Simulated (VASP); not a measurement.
# ZnSnN2 (P-6m2) in VASP: notebook, part 2 of 2

VASP 6.6.1. The steps go on from the part before.

### 3 Single point, PBE

This run uses another cell than the first one, of 44.56 Å³/atom, 2.614 times its volume.

INCAR

```
SYSTEM = ZnSnN2
PREC = Accurate
ENCUT = 520
EDIFF = 1E-7
ISMEAR = 0
SIGMA = 0.1
LREAL = .FALSE.
LASPH = .TRUE.
NELM = 80
ALGO = Normal
ISIF = 2
LWAVE = .FALSE.
LCHARG = .FALSE.
GGA = PE
NBANDS = 26
```

KPOINTS

```
regular mesh
0
G
  12 12 6
  0 0 0
```

POSCAR

```
ZnSnN2
1.0
    4.5359951435      0.0000000000      0.0000000000
   -2.2679975718      3.9282870257      0.0000000000
    0.0000000000      0.0000000000     10.0023521325
Zn Sn N
1 1 2
Direct
    0.0000000000      0.0000000000      0.0000000000
    0.6666666667      0.3333333333      0.0000000000
    0.0000000000      0.0000000000      0.5551072800
    0.0000000000      0.0000000000      0.4448927200
```

Potentials or basis: VASP PAW PBE potentials, release 64 (Zn, Sn_d, N).

Launch:

```
$ cat potpaw_PBE.64/Zn/POTCAR potpaw_PBE.64/Sn_d/POTCAR potpaw_PBE.64/N/POTCAR > POTCAR
$ mpirun -np 1 vasp_std > vasp.out
```

OUTCAR:

```text
SYSTEM = ZnSnN2
   PREC = Accurate
   ENCUT = 520
   EDIFF = 1E-7
   ISMEAR = 0
   LREAL = .FALSE.
   LASPH = .TRUE.
   NELM = 80
   ISIF = 2
   GGA = PE

 ion  position               nearest neighbor table
   1  0.000  0.000  0.000-   2 2.62   2 2.62   2 2.62
   2  0.667  0.333  0.000-   1 2.62   1 2.62   1 2.62
   3  0.000  0.000  0.555-   4 1.10
   4  0.000  0.000  0.445-   3 1.10

  LATTYP: Found a hexagonal cell.
 ALAT       =     4.5359951435
 C/A-ratio  =     2.2051064466

  Lattice vectors:
[... 884 lines left out ...]
     25       5.1895      0.00000
     26       6.0851      0.00000

 [... further k-points ...]
[... 5 lines left out ...]
  --------------------------------------------------------------------------------------
  -------------------------------------------------------------------------------------
  Total       -0.0452022     -0.0452022      1.8565428      0.0000000     -0.0000000     -0.0000000
  in kB       -0.4063427     -0.4063427     16.6892804      0.0000000     -0.0000000     -0.0000000
  external PRESSURE =       5.2921983 kB  Pullay stress =       0.0000000 kB

 VOLUME and BASIS-vectors are now :
 -----------------------------------------------------------------------------
  energy-cutoff  :      520.00
  volume of cell :      178.23
      direct lattice vectors                 reciprocal lattice vectors
     4.535995144  0.000000000  0.000000000     0.220458790  0.127281942  0.000000000
    -2.267997572  3.928287026  0.000000000     0.000000000  0.254563883  0.000000000
     0.000000000  0.000000000 10.002352133     0.000000000  0.000000000  0.099976484

 POSITION                                       TOTAL-FORCE (eV/Angst)
 -----------------------------------------------------------------------------------
      0.00000      0.00000      0.00000        -0.000000      0.000000      0.000000
      2.26800      1.30943      0.00000        -0.000000     -0.000000      0.000000
      0.00000      0.00000      5.55238         0.000000     -0.000000      1.741210
      0.00000      0.00000      4.44997         0.000000     -0.000000     -1.741210
 -----------------------------------------------------------------------------------
    total drift:                               -0.000002      0.000001      0.000000

  FREE ENERGIE OF THE ION-ELECTRON SYSTEM (eV)
  ---------------------------------------------------
  free  energy   TOTEN  =       -20.1340170819 eV

  energy  without entropy=      -20.1238797582  energy(sigma->0) =      -20.12894842
```

It took 2.3 min on 1 thread of Intel Xeon 6975P-C (Granite Rapids), shared host; peak memory 0.56 GiB.

Results:

| Property | Result |
| --- | --- |
| Free energy | -20.1340 eV |
| Pressure | 0.5 GPa |
| Largest force | 1.741 eV/Å |
| Band gap on the k mesh | zero (band 18 reaches 0.43 eV, above the bottom of band 19 at -1.04 eV) |

Forces on the atoms (eV/Å):
```
Zn   0.000  0.000  0.000
Sn   0.000  0.000  0.000
N    0.000  0.000  1.741
N    0.000  0.000 -1.741
```

Levels at points of the mesh, in eV from the Fermi level:
| k point | band 14 | band 15 | band 16 | band 17 | band 18 | band 19 | band 20 | band 21 | band 22 | band 23 |
| --- | --- | --- | --- | --- | --- | --- | --- | --- | --- | --- |
| (0.00, 0.00, 0.00) | -6.85 | -6.64 | -6.20 | -0.88 | 1.31 | 1.31 | 2.08 | 2.23 | 2.23 | 3.40 |
| (0.50, 0.00, 0.00) | -6.85 | -6.13 | -6.02 | -3.86 | -0.16 | 0.60 | 1.85 | 2.15 | 2.84 | 2.96 |
| (0.00, 0.00, 0.50) | -6.85 | -6.63 | -6.22 | -0.87 | 1.30 | 1.30 | 2.08 | 2.23 | 2.23 | 3.90 |
| (0.50, 0.00, 0.50) | -6.85 | -6.12 | -6.02 | -3.86 | -0.17 | 0.63 | 1.81 | 2.15 | 2.85 | 2.91 |

Caveat: the standard files for N, O and F lose accuracy on very short bonds; spin-orbit coupling is left out, which moves the levels of the heavy elements; forces of over 1 eV/Å act on the atoms, so gaps and moduli don't describe the material at rest.

### 4 Single point, PBE

This run uses another cell than the first one, of 44.56 Å³/atom, 2.614 times its volume.

INCAR

```
ALGO = Normal
EDIFF = 1E-6
ENCUT = 520
GGA = PE
ISIF = 2
ISMEAR = 0
LASPH = True
LCHARG = True
LELF = True
LREAL = False
LVHAR = True
LWAVE = False
NBANDS = 26
NELM = 100
PREC = Accurate
SIGMA = 0.1
```

KPOINTS

```
k-points
0
Gamma
  12 12 6
```

POSCAR is that of step 3.

Launch:

```
$ cat potpaw_PBE.64/Zn/POTCAR potpaw_PBE.64/Sn_d/POTCAR potpaw_PBE.64/N/POTCAR > POTCAR
$ mpirun -np 1 vasp_std > vasp.out
```

Wall time 2.4 min (1 thread of Intel Xeon 6975P-C (Granite Rapids), shared host); peak memory 0.55 GiB.

Results (log left out):

```
Free energy            : -20.1340 eV
Pressure               : 0.5 GPa
Largest force          : 1.742 eV/Å
Band gap on the k mesh : zero (band 18 reaches 0.43 eV, above the bottom of band 19 at -1.04 eV)
```

Forces in eV/Å, atoms in the order of the input:
```
Zn   0.000  0.000  0.000
Sn   0.000  0.000  0.000
N    0.000  0.000  1.742
N    0.000  0.000 -1.742
```

Stress tensor (GPa, compression positive):
```
-0.04  0.00  0.00
 0.00 -0.04  0.00
 0.00  0.00  1.67
```

Levels at points of the mesh, in eV from the Fermi level:
```tsv
k point	band 16	band 17	band 18	band 19	band 20	band 21
(0.00, 0.00, 0.00)	-6.20	-0.88	1.31	1.31	2.08	2.22
(0.50, 0.00, 0.00)	-6.02	-3.86	-0.16	0.60	1.85	2.15
(0.00, 0.00, 0.50)	-6.22	-0.87	1.30	1.30	2.08	2.23
(0.50, 0.00, 0.50)	-6.02	-3.86	-0.17	0.63	1.81	2.15
```

Caveat: the standard files for N, O and F lose accuracy on very short bonds; spin-orbit coupling is left out, which moves the levels of the heavy elements; forces of over 1 eV/Å act on the atoms, so gaps and moduli don't describe the material at rest.
